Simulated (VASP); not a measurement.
The system is Mo.

```xyz
1
Lattice="2.3669 0.0000 0.0000 0.0000 2.3669 0.0000 0.0000 0.0000 2.3669" Properties=species:S:1:pos:R:3 pbc="T T T"
Mo    0.0000    0.0000    0.0000
```

Base run:

* Program: VASP 6.6.1
* Functional: PBEsol
* Dispersion: D3(BJ)
* Potentials or basis: VASP PAW PBE potentials, release 64 (Mo_sv)
* Cutoff: 520 eV
* k mesh: 15 × 15 × 15
* Occupations: fermi-dirac, width 0.1 eV
* Spin: no spin polarisation

Its results: band gap on the k mesh zero (band 7 reaches 17.26 eV, above the bottom of band 8 at 14.15 eV); pressure 76.7 GPa.

Question: The run is repeated on the same cell with these changes: dispersion from D3(BJ) to none. What comes out?

Answer: Band gap on the k mesh zero (band 7 reaches 17.26 eV, above the bottom of band 8 at 14.15 eV); pressure 86.9 GPa.

Dispersion adds attraction, which lowers the pressure at fixed volume and, as a term added to the energy, leaves the levels alone.

Caveats: the PAW data sets were made with another functional, which shifts forces and pressure a little; three body term missing (some runs); pairwise dispersion overbinds metals, which lowers pressure and volume (some runs).
